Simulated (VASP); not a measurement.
Runs of VASP 6.6.1 on TaAs. The structure is that of space group Fm-3m (No. 225), or close to it. The cells are those of the table. 

```tsv
level	potentials or basis	cell	gap on the mesh (eV)	pressure (GPa)
PBE	VASP PAW PBE potentials, release 64 (Ta_pv, As)	a = 3.681 Å, angles 60.0°, 2 atoms	none	(b)
PBEsol	VASP PAW PBE potentials, release 64 (Ta_pv, As)	a = 3.723 Å, angles 60.0°, 2 atoms	none	(a)
PBE	VASP PAW PBE potentials, release 64 (Ta_pv, As)	a = 3.723 Å, angles 60.0°, 2 atoms	none	0.4
PBE	VASP PAW PBE potentials, release 64 (Ta_pv, As)	a = 3.698 Å, angles 60.0°, 2 atoms	none	3.7
LDA	VASP PAW LDA potentials, release 64 (Ta_pv, As)	a = 3.723 Å, angles 60.0°, 2 atoms	none	-8.0
```

Alike in all rows: task single point; no spin polarisation; k mesh 12 × 12 × 12; cutoff (eV) 500; smearing gaussian 0.05 eV.

Fill in the values left out.

(a) -4.9; (b) 6.2.

Caveats: spin-orbit coupling is left out, which moves the levels of the heavy elements; the cell stands under pressure (at least some runs); the cell stands under tension (at least some runs); the PAW data sets were made with another functional, which shifts forces and pressure a little (at least some runs).

A k mesh can miss the band edges, and the runs leave out spin-orbit coupling on As, Ta.

A gap of «none» marks levels without a gap at the run's occupations.
